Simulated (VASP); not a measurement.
Runs of VASP 6.6.1 on BP. The structure is that of space group F-43m (No. 216), or close to it. The cells are those of the table. 

```csv
task,cell,cutoff (eV),gap on the mesh (eV),pressure (GPa)
single point,"a = 3.164 Å, angles 60.0°, 2 atoms",520,1.17,1.9
single point,"a = 3.152 Å, angles 60.0°, 2 atoms",520,1.16,3.8
single point,"a = 3.098 Å, angles 60.0°, 2 atoms",520,1.10,(b)
single point,"a = 3.136 Å, angles 60.0°, 2 atoms",520,1.15,6.9
relaxation of cell and atoms,"relaxed to 7 GPa from a = 3.175 Å, angles 60.0°, 2 atoms",600,1.15,7.0
single point,"a = 3.121 Å, angles 60.0°, 2 atoms",520,1.13,9.8
relaxation of cell and atoms,"relaxed to 4 GPa from a = 3.175 Å, angles 60.0°, 2 atoms",600,1.16,4.0
single point,"a = 3.169 Å, angles 60.0°, 2 atoms",520,1.18,(a)
relaxation of cell and atoms,"relaxed to 2 GPa from a = 3.175 Å, angles 60.0°, 2 atoms",600,1.17,2.0
relaxation of cell and atoms,"relaxed to 1 GPa from a = 3.175 Å, angles 60.0°, 2 atoms",600,1.18,1.0
relaxation of cell and atoms,"relaxed to 10 GPa from a = 3.175 Å, angles 60.0°, 2 atoms",600,1.13,10.0
relaxation of cell and atoms,"relaxed to 15 GPa from a = 3.175 Å, angles 60.0°, 2 atoms",600,1.10,15.0
```

Alike in all rows: level LDA; potentials or basis VASP PAW LDA potentials, release 64 (B, P); no spin polarisation; k mesh 8 × 8 × 8; smearing gaussian 0.01 eV.

Estimate the missing entries.

(a) 0.9; (b) 14.8.

Caveats: the cell is relaxed towards a set pressure, so the enthalpy falls and the energy may rise (some runs).

A k mesh can miss the band edges.
